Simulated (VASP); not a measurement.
Here is a VASP 6.6.1 calculation.

File INCAR:

```
SYSTEM = Zn
PREC     = Accurate       ! precision mode
ENCUT    = 520            ! plane-wave cutoff, eV
EDIFF    = 1E-6           ! SCF threshold, eV
ISMEAR   = -1             ! smearing method
SIGMA    = 0.1            ! smearing width, eV
LREAL    = .False.        ! projectors in reciprocal space
LASPH    = .True.         ! aspherical terms in the spheres
NELM     = 100            ! most SCF steps
ALGO     = Normal         ! electronic algorithm
ISIF     = 2              ! what is computed and relaxed
LWAVE    = .False.        ! write WAVECAR
LCHARG   = .False.        ! write CHGCAR
GGA      = RE             ! functional
NBANDS   = 19             ! bands
```

Contents of KPOINTS:

```
regular mesh
0
Gamma
  22 22 10
  0 0 0
```

POSCAR

```
Zn
1.0
    2.7846478829      0.0000000000      0.0000000000
   -1.3923239414      2.4115758072      0.0000000000
    0.0000000000      0.0000000000      5.2245714767
Zn
2
Direct
    0.3333333333      0.6666666667      0.2500000000
    0.6666666667      0.3333333333      0.7500000000
```

Potentials or basis: VASP PAW PBE potentials, release 64 (Zn).

The run is started by

```bash
$ cat potpaw_PBE.64/Zn/POTCAR > POTCAR
$ mpirun -np 1 vasp_std > vasp.out
```

(1) What does it give for the band gap on the k mesh?

(2) Predict the pressure.

Results:

(1) zero (band 12 reaches 3.95 eV, above the bottom of band 13 at -0.73 eV).

(2) -5.2 GPa.

Caveat: the PAW data sets were made with another functional, which shifts forces and pressure a little.
